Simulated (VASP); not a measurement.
# CdPdO3 (Pm-3m) in VASP: notebook

CdPdO3 is run at these levels: LDA; tasks: single point, relaxation of cell and atoms.

Program: VASP 6.6.1. These are calculated values, not measurements. Logs are shortened: lines on timing, memory, paths and dates and some standing lists are left out, and cuts for length are marked.

## (1) The cell of the first run

The structure is cubic, space group Pm-3m (No. 221). The conventional cell has a = 3.847 Å, b = 3.847 Å, c = 3.847 Å, α = 90.00°, β = 90.00°, γ = 90.00°. Cd (site symmetry m-3m) has 12 O at 2.72 Å and 8 Pd at 3.33 Å within 3.6 Å. Pd (site symmetry m-3m) has 6 O at 1.92 Å within 2.6 Å. Within 2.6 Å of O (site symmetry 4/mmm) lie 2 Pd at 1.92 Å.

## (2) Single point, LDA

INCAR reads:

```
SYSTEM = CdPdO3
  PREC = Accurate
  ENCUT = 520
  EDIFF = 1E-7
  ISMEAR = 0
  SIGMA = 0.1
  LREAL = .FALSE.
  LASPH = .TRUE.
  NELM = 100
  ALGO = Normal
  ISIF = 2
  LWAVE = .FALSE.
  LCHARG = .TRUE.
  LELF = .TRUE.
  LVHAR = .TRUE.
  NBANDS = 28
```

KPOINTS reads:

```
regular mesh
0
G
  10 10 10
  0 0 0
```

POSCAR reads:

```
CdPdO3
1.0
    3.8472743763      0.0000000000      0.0000000000
    0.0000000000      3.8472743763      0.0000000000
    0.0000000000      0.0000000000      3.8472743763
Cd Pd O
1 1 3
Direct
    0.0000000000      0.0000000000      0.0000000000
    0.5000000000      0.5000000000      0.5000000000
    0.0000000000      0.5000000000      0.5000000000
    0.5000000000      0.0000000000      0.5000000000
    0.5000000000      0.5000000000      0.0000000000
```

Potentials or basis: VASP PAW LDA potentials, release 64 (Cd, Pd, O).

The run is started by

```console
> cat potpaw_LDA.64/Cd/POTCAR potpaw_LDA.64/Pd/POTCAR potpaw_LDA.64/O/POTCAR > POTCAR
> mpirun -np 1 vasp_std > vasp.out
```

OUTCAR:

```text
SYSTEM = CdPdO3
   PREC = Accurate
   ENCUT = 520
   EDIFF = 1E-7
   ISMEAR = 0
   LREAL = .FALSE.
   LASPH = .TRUE.
   NELM = 100
   ISIF = 2

 ion  position               nearest neighbor table
   1  0.000  0.000  0.000-   3 2.72   4 2.72   5 2.72   3 2.72   4 2.72   3 2.72   5 2.72   3 2.72
                             4 2.72   5 2.72   4 2.72   5 2.72   2 3.33   2 3.33   2 3.33   2 3.33
   2  0.500  0.500  0.500-   3 1.92   4 1.92   5 1.92   5 1.92   4 1.92   3 1.92   1 3.33   1 3.33
                             1 3.33   1 3.33   1 3.33   1 3.33   1 3.33   1 3.33
   3  0.000  0.500  0.500-   2 1.92   2 1.92   1 2.72   1 2.72   1 2.72   1 2.72
   4  0.500  0.000  0.500-   2 1.92   2 1.92   1 2.72   1 2.72   1 2.72   1 2.72
   5  0.500  0.500  0.000-   2 1.92   2 1.92   1 2.72   1 2.72   1 2.72   1 2.72

  LATTYP: Found a simple cubic cell.
 ALAT       =     3.8472743763

  Lattice vectors:

 A1 = (   3.8472743763,   0.0000000000,   0.0000000000)
 A2 = (   0.0000000000,   3.8472743763,   0.0000000000)
 A3 = (   0.0000000000,   0.0000000000,   3.8472743763)

Analysis of symmetry for initial positions (statically):
=====================================================================
 Subroutine PRICEL returns:
 Original cell was already a primitive cell.

 Routine SETGRP: Setting up the symmetry group for a
 simple cubic supercell.

 Subroutine GETGRP returns: Found 48 space group operations
 (whereof 48 operations were pure point group operations)
 out of a pool of 48 trial point group operations.

The static configuration has the point symmetry O_h .

Analysis of symmetry for dynamics (positions and initial velocities):
=====================================================================
 Subroutine PRICEL returns:
 Original cell was already a primitive cell.

 Routine SETGRP: Setting up the symmetry group for a
 simple cubic supercell.

 Subroutine GETGRP returns: Found 48 space group operations
 (whereof 48 operations were pure point group operations)
 out of a pool of 48 trial point group operations.

The dynamic configuration has the point symmetry O_h .

 Subroutine INISYM returns: Found 48 space group operations
 (whereof 48 operations are pure point group operations),
 and found     1 'primitive' translations

----------------------------------------------------------------------------------------

                                     Primitive cell

  volume of cell :      56.9455

  direct lattice vectors                    reciprocal lattice vectors
     3.847274376  0.000000000  0.000000000     0.259924274  0.000000000  0.000000000
     0.000000000  3.847274376  0.000000000     0.000000000  0.259924274  0.000000000
     0.000000000  0.000000000  3.847274376     0.000000000  0.000000000  0.259924274

  length of vectors
     3.847274376  3.847274376  3.847274376     0.259924274  0.259924274  0.259924274

  position of ions in fractional coordinates (direct lattice)
     0.000000000  0.000000000  0.000000000
     0.500000000  0.500000000  0.500000000
     0.000000000  0.500000000  0.500000000
     0.500000000  0.000000000  0.500000000
     0.500000000  0.500000000  0.000000000

  ion indices of the primitive-cell ions
   primitive index   ion index
                 1           1
                 2           2
                 3           3
                 4           4
                 5           5

----------------------------------------------------------------------------------------

 KPOINTS: regular mesh

Automatic generation of k-mesh.
 Grid dimensions read from file:
 generate k-points for:   10   10   10

 Generating k-lattice:

  Cartesian coordinates                     Fractional coordinates (reciprocal lattice)
     0.025992427  0.000000000  0.000000000     0.100000000  0.000000000  0.000000000
     0.000000000  0.025992427  0.000000000     0.000000000  0.100000000  0.000000000
     0.000000000  0.000000000  0.025992427     0.000000000  0.000000000  0.100000000

  Length of vectors
     0.025992427  0.025992427  0.025992427

  Shift w.r.t. Gamma in fractional coordinates (k-lattice)
     0.000000000  0.000000000  0.000000000

 Subroutine IBZKPT returns following result:
 ===========================================

 Found     56 irreducible k-points:

 Following reciprocal coordinates:
            Coordinates               Weight
  0.000000  0.000000  0.000000      1.000000
  0.100000  0.000000  0.000000      6.000000
  0.200000  0.000000  0.000000      6.000000
  0.300000  0.000000  0.000000      6.000000
  0.400000  0.000000  0.000000      6.000000
  0.500000  0.000000  0.000000      3.000000
[... 16 lines left out ...]
  0.200000  0.100000  0.100000     24.000000
  0.300000  0.100000  0.100000     24.000000
 [... further k-points ...]
   k-points           NKPTS =     56   k-points in BZ     NKDIM =     56   number of bands    NBANDS=     28
   number of dos      NEDOS =    301   number of ions     NIONS =      5
   total plane-waves  NPLWV =  27000
   dimension x,y,z NGX =    30 NGY =   30 NGZ =   30
   dimension x,y,z NGXF=    60 NGYF=   60 NGZF=   60
   ions per type =               1   1   3
   NGX,Y,Z   is equivalent  to a cutoff of  12.96, 12.96, 12.96 a.u.
   NGXF,Y,Z  is equivalent  to a cutoff of  25.93, 25.93, 25.93 a.u.
 SYSTEM =  CdPdO3
   PREC   = accura    normal or accurate (medium, high low for compatibility)
   ISTART =      0    job   : 0-new  1-cont  2-samecut
   ICHARG =      2    charge: 1-file 2-atom 10-const
   ISPIN  =      1    spin polarized calculation?
   LNONCOLLINEAR =      F non collinear calculations
   LSORBIT =      F    spin-orbit coupling
   LASPH  =      T    aspherical Exc in radial PAW
   ENCUT  =  520.0 eV  38.22 Ry    6.18 a.u.   7.15  7.15  7.15*2*pi/ulx,y,z
   NELM   =    100;   NELMIN=  2; NELMDL= -5     # of ELM steps
   EDIFF  = 0.1E-06   stopping-criterion for ELM
   LREAL  =      F    real-space projection
   EDIFFG = 0.1E-05   stopping-criterion for IOM
   NSW    =      0    number of steps for IOM
   IBRION =     -1    ionic relax: 0-MD 1-quasi-New 2-CG
   NFREE  =      0    steps in history (QN), initial steepest desc. (CG)
   ISIF   =      2    stress and relaxation
   ISYM   =      2    0-nonsym 1-usesym 2-fastsym
   POTIM  = 0.5000    time-step for ionic-motion
   TEBEG  =    0.0;   TEEND  =   0.0 temperature during run
   PSTRESS=    0.0 pullay stress
   NELECT =      40.0000    total number of electrons
   NUPDOWN=      -1.0000    fix difference up-down
   EMIN   =  10.00;   EMAX   =-10.00  energy-range for DOS
   EFERMI =   0.00;   METHOD = LEGACY
   ISMEAR =     0;   SIGMA  =   0.10  broadening in eV -4-tet -1-fermi 0-gaus
   EFERMI_NEDOS =   21; number of points for ismear=-14 and -15
   IALGO  =     38    algorithm
   IMIX   =      4    mixing-type and parameters
     AMIX     =   0.40;   BMIX     =  1.00
     AMIX_MAG =   1.60;   BMIX_MAG =  1.00
  volume/ion in A,a.u.               =      11.39        76.86
  Fermi-wavevector in a.u.,A,eV,Ry     =   1.455264  2.750049 28.814312  2.117792
  Thomas-Fermi vector in A             =   2.572318
   LORBIT       =      0    0 simple, 1 ext, 2 COOP (PROOUT), +10 PAW based schemes
   GGA     = CA    functional components
   LHFCALC =     F    Hartree Fock is set to
   AEXX    =    0.0000 exact exchange contribution
   IVDW    =     0    specifies the selected vdW correction
   LEPSILON=     F    determine dielectric tensor
   LRPA    =     F    only Hartree local field effects (RPA)
 non-spin polarized calculation
 Gauss-broadening in eV      SIGMA  =   0.10
  energy-cutoff  :      520.00
  volume of cell :       56.95
 maximum number of plane-waves:      1568
 NGX is ok and might be reduce to    30
   NGX = 15   NGY = 15   NGZ = 15

 number of electron      40.0000009 magnetization

 Free energy of the ion-electron system (eV)
  ---------------------------------------------------
  ext. energy  EPLUGINS =         0.00000000
  ---------------------------------------------------
  free energy    TOTEN  =       -26.40410375 eV

  energy without entropy =      -26.37588009  energy(sigma->0) =      -26.38999192

 E-fermi :   4.1338     XC(G=0): -12.4274

 val. band max:        4.1288118304   @ k =   0.5000   0.0000   0.0000
 cond. band min:       4.1364197271   @ k =   0.5000   0.5000   0.2000
 fundamental gap:      0.0076078967
 Fermi energy:         4.1337688438

 k-point     1 :       0.0000    0.0000    0.0000
  band No.  band energies     occupation
      1     -14.4896      2.00000
      2     -13.2431      2.00000
      3     -13.2431      2.00000
      4      -3.0400      2.00000
      5      -3.0400      2.00000
      6      -2.9714      2.00000
[... 20 lines left out ...]
     27      15.3643      0.00000
     28      15.6617      0.00000

 k-point     2 :       0.1000    0.0000    0.0000
  band No.  band energies     occupation
      1     -14.4434      2.00000
      2     -13.2385      2.00000
      3     -13.2229      2.00000
      4      -3.0648      2.00000
      5      -3.0244      2.00000
      6      -3.0034      2.00000
[... 20 lines left out ...]
     27      15.5490      0.00000
     28      15.8073      0.00000

 k-point     3 :       0.2000    0.0000    0.0000
  band No.  band energies     occupation
      1     -14.3228      2.00000
      2     -13.2262      2.00000
      3     -13.1648      2.00000
      4      -3.1293      2.00000
      5      -3.0831      2.00000
      6      -3.0831      2.00000
[... 20 lines left out ...]
     27      15.9949      0.00000
     28      16.2139      0.00000

 k-point     4 :       0.3000    0.0000    0.0000
  band No.  band energies     occupation
      1     -14.1736      2.00000
      2     -13.2115      2.00000
      3     -13.0795      2.00000
      4      -3.2080      2.00000
      5      -3.1744      2.00000
      6      -3.1744      2.00000
[... 578 lines left out ...]
     27      16.1100      0.00000
     28      17.0899      0.00000

 k-point    23 :       0.2000    0.1000    0.1000
  band No.  band energies     occupation
      1     -14.2280      2.00000
      2     -13.1949      2.00000
      3     -13.1494      2.00000
      4      -3.1638      2.00000
      5      -3.1272      2.00000
      6      -3.0546      2.00000
[... 20 lines left out ...]
     27      16.4666      0.00000
     28      17.2061      0.00000

 k-point    24 :       0.3000    0.1000    0.1000
  band No.  band energies     occupation
      1     -14.0774      2.00000
      2     -13.1807      2.00000
      3     -13.0641      2.00000
      4      -3.2399      2.00000
      5      -3.2315      2.00000
      6      -3.1255      2.00000
[... 20 lines left out ...]
     27      16.9714      0.00000
     28      17.4832      0.00000

 [... further k-points ...]
[... 5 lines left out ...]
  --------------------------------------------------------------------------------------
  -------------------------------------------------------------------------------------
  Total        0.3118218      0.3118218      0.3118218     -0.0000000      0.0000000     -0.0000000
  in kB        8.7731903      8.7731903      8.7731903     -0.0000000      0.0000000     -0.0000000
  external PRESSURE =       8.7731903 kB  Pullay stress =       0.0000000 kB

 VOLUME and BASIS-vectors are now :
 -----------------------------------------------------------------------------
  energy-cutoff  :      520.00
  volume of cell :       56.95
      direct lattice vectors                 reciprocal lattice vectors
     3.847274376  0.000000000  0.000000000     0.259924274  0.000000000  0.000000000
     0.000000000  3.847274376  0.000000000     0.000000000  0.259924274  0.000000000
     0.000000000  0.000000000  3.847274376     0.000000000  0.000000000  0.259924274

 POSITION                                       TOTAL-FORCE (eV/Angst)
 -----------------------------------------------------------------------------------
      0.00000      0.00000      0.00000         0.000000      0.000000      0.000000
      1.92364      1.92364      1.92364         0.000000      0.000000      0.000000
      0.00000      1.92364      1.92364         0.000000      0.000000      0.000000
      1.92364      0.00000      1.92364         0.000000      0.000000      0.000000
      1.92364      1.92364      0.00000         0.000000      0.000000      0.000000
 -----------------------------------------------------------------------------------
    total drift:                                0.000000      0.000000     -0.000000

  FREE ENERGIE OF THE ION-ELECTRON SYSTEM (eV)
  ---------------------------------------------------
  free  energy   TOTEN  =       -26.4041037549 eV

  energy  without entropy=      -26.3758800860  energy(sigma->0) =      -26.38999192
```

Wall time 41 s (1 thread of Intel Xeon 6975P-C (Granite Rapids), shared host); peak memory 0.21 GiB.

What came out:

```yaml
Free_energy: -26.4041 eV
Pressure: 0.9 GPa
Band_gap_on_the_k_mesh: zero (band 20 reaches 4.33 eV, above the bottom of band 21 at 2.81 eV)
```

## (3) Relaxation of cell and atoms, LDA

This run uses another cell than the first one, of 11.42 Å³/atom, 1.003 times its volume.

INCAR reads:

```
PREC = Accurate ; ENCUT = 600
EDIFF = 1E-6 ; ISMEAR = 0
SIGMA = 0.1 ; LREAL = F
LASPH = T ; NELM = 100
ALGO = Normal ; ISIF = 3
LWAVE = F ; LCHARG = F
IBRION = 2 ; NSW = 100
EDIFFG = -0.005
```

KPOINTS reads:

```
regular mesh
0
Gamma
  10 10 10
```

POSCAR, as its differences from that of step 2:

```diff
@@ -2,5 +2,5 @@
 1.0
-    3.8472743763      0.0000000000      0.0000000000
-    0.0000000000      3.8472743763      0.0000000000
-    0.0000000000      0.0000000000      3.8472743763
+    3.8509676845      0.0000000000      0.0000000000
+    0.0000000000      3.8509676845      0.0000000000
+    0.0000000000      0.0000000000      3.8509676845
 Cd Pd O
```

Potentials or basis: VASP PAW LDA potentials, release 64 (Cd, Pd, O).

The run is started by

```console
> cat potpaw_LDA.64/Cd/POTCAR potpaw_LDA.64/Pd/POTCAR potpaw_LDA.64/O/POTCAR > POTCAR
> mpirun -np 1 vasp_std > vasp.out
```

It took 48 s on 1 thread of Intel Xeon 6975P-C (Granite Rapids), shared host; peak memory 0.23 GiB.

It converged, with:

| Quantity | Value |
| --- | --- |
| Free energy | -26.4107 eV |
| Relaxed volume | 11.43 Å³/atom |
| Relaxed cell | a = 3.852 Å, b = 3.852 Å, c = 3.852 Å, α = 90.00°, β = 90.00°, γ = 90.00° |
| Space group after relaxing (to 0.05 Å) | Pm-3m (No. 221) |
| Energy gained by relaxing | 0.0 meV/atom |
| Ionic steps | 2 |
| Pressure after relaxing | -0.1 GPa |
| Band gap on the k mesh | zero (band 20 reaches 4.29 eV, above the bottom of band 21 at 2.76 eV) |

Final structure:
```yaml
crystal:
  lattice:
    - [3.85204, 0.00000, 0.00000]
    - [0.00000, 3.85204, 0.00000]
    - [0.00000, 0.00000, 3.85204]
  atoms:
    - { symbol: Cd, position: [0.00000, 0.00000, 0.00000] }
    - { symbol: Pd, position: [0.50000, 0.50000, 0.50000] }
    - { symbol: O, position: [0.00000, 0.50000, 0.50000] }
    - { symbol: O, position: [0.50000, 0.00000, 0.50000] }
    - { symbol: O, position: [0.50000, 0.50000, 0.00000] }
```

Levels at points of the mesh, in eV from the Fermi level:
| k point | band 18 | band 19 | band 20 | band 21 | band 22 | band 23 |
| --- | --- | --- | --- | --- | --- | --- |
| (0.00, 0.00, 0.00) | -1.66 | -1.66 | -1.66 | -1.33 | -1.33 | -0.13 |
| (0.50, 0.00, 0.00) | -1.38 | -1.33 | 0.00 | 0.00 | 2.35 | 3.51 |
| (0.50, 0.50, 0.00) | -0.48 | 0.20 | 0.20 | 0.47 | 3.79 | 5.05 |
| (0.50, 0.50, 0.50) | -0.18 | -0.18 | -0.18 | 1.06 | 5.05 | 5.05 |
